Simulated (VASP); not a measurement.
# NaF (Villiaumite) (Fm-3m) in VASP: settings compared, part 2 of 2

VASP 6.6.1.

### 4 Single point, PBE0

POSCAR reads:

```
NaF
1.0
    0.0000000000      2.2972417821      2.2972417821
    2.2972417821      0.0000000000      2.2972417821
    2.2972417821      2.2972417821      0.0000000000
Na F
1 1
Direct
    0.0000000000      0.0000000000      0.0000000000
    0.5000000000      0.5000000000      0.5000000000
```

INCAR.step1 reads:

```
  ALGO = Normal
  EDIFF = 1E-5
  ENCUT = 520
  GGA = PE
  ISIF = 2
  ISMEAR = 0
  LASPH = T
  LREAL = F
  LWAVE = T
  NBANDS = 14
  NELM = 80
  PREC = Accurate
  SIGMA = 0.01
```

INCAR.step2 reads:

```
  AEXX = 0.25
  ALGO = Normal
  EDIFF = 1E-7
  ENCUT = 520
  GGA = PE
  ISIF = 2
  ISMEAR = 0
  ISTART = 1
  LASPH = T
  LCHARG = T
  LELF = T
  LHFCALC = T
  LREAL = F
  LVHAR = T
  LWAVE = F
  NBANDS = 14
  NELM = 80
  PREC = Accurate
  PRECFOCK = Normal
  SIGMA = 0.01
```

KPOINTS reads:

```
k-points
0
Gamma
  6 6 6
```

Potentials or basis: VASP PAW PBE potentials, release 64 (Na_pv, F).

Run with:

```bash
cat potpaw_PBE.64/Na_pv/POTCAR potpaw_PBE.64/F/POTCAR > POTCAR
cp INCAR.step1 INCAR
mpirun -np 1 vasp_std > vasp.out
cp INCAR.step2 INCAR
mpirun -np 1 vasp_std > vasp.out
```

OUTCAR:

```text
AEXX = 0.25
   EDIFF = 1E-7
   ENCUT = 520
   GGA = PE
   ISIF = 2
   ISMEAR = 0
   ISTART = 1
   LASPH = T
   LHFCALC = T
   LREAL = F
   NELM = 80
   PREC = Accurate
   PRECFOCK = Normal

 ion  position               nearest neighbor table
   1  0.000  0.000  0.000-   2 2.30   2 2.30   2 2.30   2 2.30   2 2.30   2 2.30
   2  0.500  0.500  0.500-   1 2.30   1 2.30   1 2.30   1 2.30   1 2.30   1 2.30

  LATTYP: Found a face centered cubic cell.
 ALAT       =     4.5944835642

  Lattice vectors:

 A1 = (   0.0000000000,   2.2972417821,   2.2972417821)
 A2 = (   2.2972417821,   0.0000000000,   2.2972417821)
 A3 = (   2.2972417821,   2.2972417821,   0.0000000000)

Analysis of symmetry for initial positions (statically):
=====================================================================
 Subroutine PRICEL returns:
 Original cell was already a primitive cell.

 Routine SETGRP: Setting up the symmetry group for a
 face centered cubic supercell.

 Subroutine GETGRP returns: Found 48 space group operations
 (whereof 48 operations were pure point group operations)
 out of a pool of 48 trial point group operations.

The static configuration has the point symmetry O_h .

Analysis of symmetry for dynamics (positions and initial velocities):
=====================================================================
 Subroutine PRICEL returns:
 Original cell was already a primitive cell.

 Routine SETGRP: Setting up the symmetry group for a
 face centered cubic supercell.

 Subroutine GETGRP returns: Found 48 space group operations
 (whereof 48 operations were pure point group operations)
 out of a pool of 48 trial point group operations.

The dynamic configuration has the point symmetry O_h .

 Subroutine INISYM returns: Found 48 space group operations
 (whereof 48 operations are pure point group operations),
 and found     1 'primitive' translations

----------------------------------------------------------------------------------------

[... 120 lines left out ...]
   LEPSILON=     F    determine dielectric tensor
   LRPA    =     F    only Hartree local field effects (RPA)
 non-spin polarized calculation
 Gauss-broadening in eV      SIGMA  =   0.01
  energy-cutoff  :      520.00
  volume of cell :       24.25
 maximum number of plane-waves:       660
  NGX = 20; NGY = 20; NGZ = 20

 number of electron      13.9999992 magnetization

 Free energy of the ion-electron system (eV)
  ---------------------------------------------------
  ext. energy  EPLUGINS =         0.00000000
  ---------------------------------------------------
  free energy    TOTEN  =       -10.83656518 eV

  energy without entropy =      -10.83656518  energy(sigma->0) =      -10.83656518

 E-fermi :  -3.9066     XC(G=0):  -7.2200

 val. band max:       -4.0764700041   @ k =   0.0000   0.0000   0.0000
 cond. band min:       5.3031312867   @ k =   0.0000   0.0000   0.0000
 fundamental gap:      9.3796012908
 Fermi energy:        -3.9066214576

 k-point     1 :       0.0000    0.0000    0.0000
  band No.  band energies     occupation
      1     -24.8559      2.00000
      2     -24.3647      2.00000
      3     -24.3647      2.00000
      4     -24.3647      2.00000
      5      -4.0765      2.00000
      6      -4.0765      2.00000
      7      -4.0765      2.00000
      8       5.3031      0.00000
      9      18.2741      0.00000
     10      18.2741      0.00000
     11      18.2741      0.00000
     12      20.9001      0.00000
     13      23.6182      0.00000
     14      23.6182      0.00000
[... 241 lines left out ...]
      1     -24.9297      2.00000
      2     -24.4874      2.00000
      3     -24.4423      2.00000
      4     -24.0386      2.00000
      5      -5.2447      2.00000
      6      -4.7827      2.00000
      7      -4.6568      2.00000
      8      12.3545      0.00000
      9      12.4329      0.00000
     10      14.0144      0.00000
     11      17.3015      0.00000
     12      21.0910      0.00000
     13      25.7275      0.00000
     14      25.9337      0.00000

------------------------ aborting loop because EDIFF is reached ----------------------------------------

  FORCE on cell =-STRESS in cart. coord.  units (eV):
  Direction    XX          YY          ZZ          XY          YZ          ZX
  --------------------------------------------------------------------------------------
  -------------------------------------------------------------------------------------
  Total        0.2350687      0.2350687      0.2350687     -0.0000000      0.0000000      0.0000000
  in kB       15.5329978     15.5329978     15.5329978     -0.0000000      0.0000000      0.0000000
  external PRESSURE =      15.5329978 kB  Pullay stress =       0.0000000 kB

 VOLUME and BASIS-vectors are now :
 -----------------------------------------------------------------------------
  energy-cutoff  :      520.00
  volume of cell :       24.25
      direct lattice vectors                 reciprocal lattice vectors
     0.000000000  2.297241782  2.297241782    -0.217652318  0.217652318  0.217652318
     2.297241782  0.000000000  2.297241782     0.217652318 -0.217652318  0.217652318
     2.297241782  2.297241782  0.000000000     0.217652318  0.217652318 -0.217652318

 POSITION                                       TOTAL-FORCE (eV/Angst)
 -----------------------------------------------------------------------------------
      0.00000      0.00000      0.00000         0.000000      0.000000      0.000000
      2.29724      2.29724      2.29724         0.000000     -0.000000     -0.000000
 -----------------------------------------------------------------------------------
    total drift:                                0.000000      0.000000      0.000000

  FREE ENERGIE OF THE ION-ELECTRON SYSTEM (eV)
  ---------------------------------------------------
  free  energy   TOTEN  =       -10.8365651831 eV

  energy  without entropy=      -10.8365651831  energy(sigma->0) =      -10.83656518
```

OSZICAR.step1:

```text
N       E                     dE             d eps       ncg     rms          rms(c)
DAV:   1     0.106142229613E+03    0.10614E+03   -0.78855E+03   448   0.124E+03
DAV:   2    -0.433253359512E+01   -0.11047E+03   -0.10246E+03   490   0.330E+02
DAV:   3    -0.940426809974E+01   -0.50717E+01   -0.50622E+01   568   0.664E+01
DAV:   4    -0.944147634100E+01   -0.37208E-01   -0.37207E-01   502   0.625E+00
DAV:   5    -0.944185872352E+01   -0.38238E-03   -0.38238E-03   574   0.612E-01    0.543E+00
DAV:   6    -0.855692678725E+01    0.88493E+00   -0.30501E+00   554   0.150E+01    0.179E+00
DAV:   7    -0.854765257079E+01    0.92742E-02   -0.29846E-02   448   0.204E+00    0.105E+00
DAV:   8    -0.854910285115E+01   -0.14503E-02   -0.27678E-02   478   0.320E+00    0.149E-01
DAV:   9    -0.854973356181E+01   -0.63071E-03   -0.43108E-03   578   0.629E-01    0.122E-01
DAV:  10    -0.854961804830E+01    0.11551E-03   -0.80997E-04   484   0.347E-01    0.181E-02
DAV:  11    -0.854961540690E+01    0.26414E-05   -0.29084E-05   502   0.636E-02
   1 F= -.85496154E+01 E0= -.85496154E+01  d E =-.268385-121
```

It took 29 min on 1 thread of AMD EPYC 7R13, shared host; peak memory 0.12 GiB.

What came out:

* Free energy: -10.8366 eV
* Pressure: 1.6 GPa
* Band gap on the k mesh: 9.38 eV, direct

Caveat: the PAW data sets were made with another functional, which shifts forces and pressure a little.

### 5 Summary

```tsv
level	k mesh	grid for exact exchange (PRECFOCK)	screening parameter	gap on the mesh (eV)	pressure (GPa)
PBE	10 × 10 × 10	-	-	6.44	3.5
HSE06	6 × 6 × 6	Normal	0.2079 1/Å	8.60	1.6
PBE0	6 × 6 × 6	Normal	-	9.38	1.6
```

Alike in all rows: task single point; potentials or basis VASP PAW PBE potentials, release 64 (Na_pv, F); no spin polarisation; cell as given; cutoff (eV) 520; smearing gaussian 0.01 eV.

On the cell as given the gap runs from 6.44 eV (PBE) to 9.38 eV (PBE0); the meshes differ, which moves gaps too. The pressure there spans 1.6 GPa (PBE0) to 3.5 GPa (PBE); a positive pressure means that this level wants a larger cell, a negative one a smaller.

Caveats: the PAW data sets were made with another functional, which shifts forces and pressure a little (some runs).

Absolute energies hang on the potentials; compare differences alone.
